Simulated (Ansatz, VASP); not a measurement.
**BN: VASP beside Ansatz**

```
B N
1.0
     0.00000    1.80442    1.80442
     1.80442    0.00000    1.80442
     1.80442    1.80442    0.00000
B N
1 1
Direct
  0.00000 0.00000 0.00000
  0.25000 0.25000 0.25000
```

Change from the starting cell: strained cell.

Alike in both runs: functional LDA; k mesh 12 × 12 × 12; occupations gaussian, width 0.02 eV; no spin polarisation.

Ansatz relaxed the structure, and its values are those at the end. VASP's run is a single point on that final structure, the one shown.

|  | VASP | Ansatz |
| --- | --- | --- |
| version | VASP 6.6.1 | Ansatz 0.2.0 |
| potentials or method | VASP PAW LDA potentials, release 64 (B_h, N_h), cutoff 1330 eV | scalar-relativistic, plane waves, PAW |
| valence electrons in the cell | 8 | 8 |

Ansatz gave:

- gap on the k mesh at the Fermi level (eV): 4.36
- least direct gap on the mesh (eV): 8.72
- pressure (GPa): -9.3

What did VASP give for the same quantities?

gap on the k mesh at the Fermi level (eV): 4.35; least direct gap on the mesh (eV): 8.71; pressure (GPa): -8.5.

Ansatz warns that its potentials were made for another functional, while VASP's fit it. LDA's correlation is that of Perdew and Zunger in VASP and of Perdew and Wang (1992) in Ansatz. Ansatz's warnings: stress scf threshold loose.
